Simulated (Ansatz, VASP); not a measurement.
## KI in VASP and in Ansatz

File POSCAR:

```
KI
1.0
    0.0000000000      3.5728375072      3.4299240070
    3.5728375072      0.0000000000      3.4299240070
    3.5728375072      3.5728375072      0.0000000000
K I
1 1
Direct
    0.0000000000      0.0000000000      0.0000000000
    0.5000000000      0.5000000000      0.5000000000
```

File INCAR.step1:

```
SYSTEM = KI
ALGO     = Normal         ! electronic algorithm
EDIFF    = 1E-5           ! SCF threshold, eV
ENCUT    = 550            ! plane-wave cutoff, eV
GGA      = PE             ! functional
GGA_COMPAT= .FALSE.      
ISMEAR   = 0              ! smearing method
LASPH    = .TRUE.         ! aspherical terms in the spheres
LCHARG   = .FALSE.        ! write CHGCAR
LREAL    = .FALSE.        ! projectors in reciprocal space
LWAVE    = .TRUE.         ! write WAVECAR
NBANDS   = 15             ! bands
NELM     = 120            ! most SCF steps
PREC     = Accurate       ! precision mode
SIGMA    = 0.05           ! smearing width, eV
```

INCAR.step2

```
SYSTEM = KI
ALGO     = Normal         ! electronic algorithm
EDIFF    = 1E-6           ! SCF threshold, eV
ENCUT    = 550            ! plane-wave cutoff, eV
GGA_COMPAT= .FALSE.      
ISIF     = 2              ! what is computed and relaxed
ISMEAR   = 0              ! smearing method
ISTART   = 1            
LASPH    = .TRUE.         ! aspherical terms in the spheres
LCHARG   = .TRUE.         ! write CHGCAR
LELF     = .TRUE.         ! ELF
LMIXTAU  = .TRUE.       
LREAL    = .FALSE.        ! projectors in reciprocal space
LVHAR    = .TRUE.       
LWAVE    = .FALSE.        ! write WAVECAR
METAGGA  = R2SCAN         ! meta-GGA
NBANDS   = 15             ! bands
NELM     = 120            ! most SCF steps
PREC     = Accurate       ! precision mode
SIGMA    = 0.05           ! smearing width, eV
```

The input KPOINTS:

```
k-points
0
G
  6 6 6
  0 0 0
```

Input for Ansatz:

```yaml
crystal:
  lattice:
    - [0.0, 3.5728375072, 3.429924007]
    - [3.5728375072, 0.0, 3.429924007]
    - [3.5728375072, 3.5728375072, 0.0]
  atoms:
    - { symbol: K, position: [0.0, 0.0, 0.0] }
    - { symbol: I, position: [0.5, 0.5, 0.5] }
basis:
  ecutwfc: 500
kpoints:
  mp_grid: { grid: [6, 6, 6] }
hamiltonian:
  xc: r2scan
scf:
  occupations: { method: gaussian, width: 0.05 }
output:
  forces: true
  stress: true
  eigenvalues: true
```

Alike in both runs: task single point; functional r2SCAN; k mesh 6 × 6 × 6; occupations gaussian, width 0.05 eV; no spin polarisation.

|  | VASP | Ansatz |
| --- | --- | --- |
| version | VASP 6.6.1 | Ansatz 0.2.0 |
| potentials or method | VASP PAW PBE potentials, release 64 (K_sv, I), cutoff 550 eV | scalar-relativistic, plane waves, PAW |
| valence electrons in the cell | 16 | 26 |

Ansatz gave:

```
gap on the k mesh at the Fermi level (eV)                     : 4.61
least direct gap on the mesh (eV)                             : 4.61
pressure (GPa)                                                : 0.3
traceless stress, the component that is largest in VASP (GPa) : 0.88
```

**Question.** What did VASP give for the same quantities?

**Answer.** gap on the k mesh at the Fermi level (eV): 4.61; least direct gap on the mesh (eV): 4.61; pressure (GPa): 0.3; traceless stress, the component that is largest in VASP (GPa): 0.89.

VASP's potentials were made for PBE, not for r2SCAN. VASP's potentials hold 16 valence electrons a cell and Ansatz's 26, so a difference there can come from the potentials and not from the codes.

Spin-orbit coupling is off throughout.
